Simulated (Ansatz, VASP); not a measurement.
# Sr3B2: VASP beside Ansatz

```
CELL_PARAMETERS angstrom
5.40391 0.00000 0.00000
-2.70196 4.67993 0.00000
0.00000 0.00000 5.60999
ATOMIC_POSITIONS crystal
Sr 0.33333 0.66667 0.00000
Sr 0.66667 0.33333 0.00000
Sr 0.00000 0.00000 0.50000
B 0.33333 0.66667 0.50000
B 0.66667 0.33333 0.50000
```

Alike in both runs: functional PBE; k mesh 12 × 12 × 8; occupations gaussian, width 0.1 eV; no spin polarisation.

Ansatz relaxed the structure, and its values are those at the end. VASP's run is a single point on that final structure, the one shown.

```csv
,VASP,Ansatz
version,VASP 6.6.1,Ansatz 0.2.0
potentials or method,"VASP PAW PBE potentials, release 64 (Sr_sv, B), cutoff 520 eV","scalar-relativistic, plane waves, PAW"
valence electrons in the cell,36,36
```

Ansatz gave:

| Property | Result |
| --- | --- |
| gap on the k mesh at the Fermi level (eV) | none |
| pressure (GPa) | 0.0 |

Question: Estimate VASP's values.

Answer: gap on the k mesh at the Fermi level (eV): none; pressure (GPa): 0.1.

A gap of «none» marks a metal or a gap that the smearing closes.
